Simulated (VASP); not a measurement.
Input of a VASP 6.6.1 run:

Contents of INCAR:

```
PREC = Accurate ; ENCUT = 520
EDIFF = 1E-7 ; ISMEAR = 0
SIGMA = 0.05 ; LREAL = F
LASPH = T ; NELM = 150
ALGO = Normal ; ISIF = 2
LWAVE = F ; LCHARG = F
ISPIN = 2 ; MAGMOM = 4 -4 0 0
LORBIT = 11 ; LMAXMIX = 4
LDAU = T ; LDAUTYPE = 1
LDAUL = 2 -1 ; LDAUU = 7 0
LDAUJ = 0.5 0 ; LDAUPRINT = 1
GGA = PE ; NBANDS = 26
```

Contents of KPOINTS:

```
Automatic mesh
0
Gamma
  7 7 7
```

POSCAR

```
FeO
1.0
    2.6124696300      0.0000000000      2.6124696300
    0.0000000000      2.6124696300      2.6124696300
    0.0000000000      0.0000000000      5.2249392600
Fe O
2 2
Direct
    0.0000000000      0.0000000000      0.0000000000
    0.0000000000      0.0000000000      0.5000000000
    0.5000000000      0.5000000000      0.7500000000
    0.5000000000      0.5000000000      0.2500000000
```

Potentials or basis: VASP PAW PBE potentials, release 64 (Fe, O).

Run with:

```bash
$ cat potpaw_PBE.64/Fe/POTCAR potpaw_PBE.64/O/POTCAR > POTCAR
$ mpirun -np 1 vasp_std > vasp.out
```

Problem. Estimate the site moments.

Solution. Fe +3.78, -3.78; O +0.00 μB.

Problem. Estimate the pressure.

Solution. 13.2 GPa.

Problem. What does it give for the band gap on the k mesh?

Solution. Zero (filled and empty bands overlap).

Eigenvalues of the final occupation matrices:
```tsv
site	spin	trace	eigenvalues
site 1 d	1	4.95	0.95 0.95 1.01 1.01 1.01
site 1 d	2	1.21	0.08 0.08 0.08 0.49 0.49
site 2 d	1	1.21	0.08 0.08 0.08 0.49 0.49
site 2 d	2	4.95	0.95 0.95 1.01 1.01 1.01
```

The state reached can hang on the start; a lower one may exist.
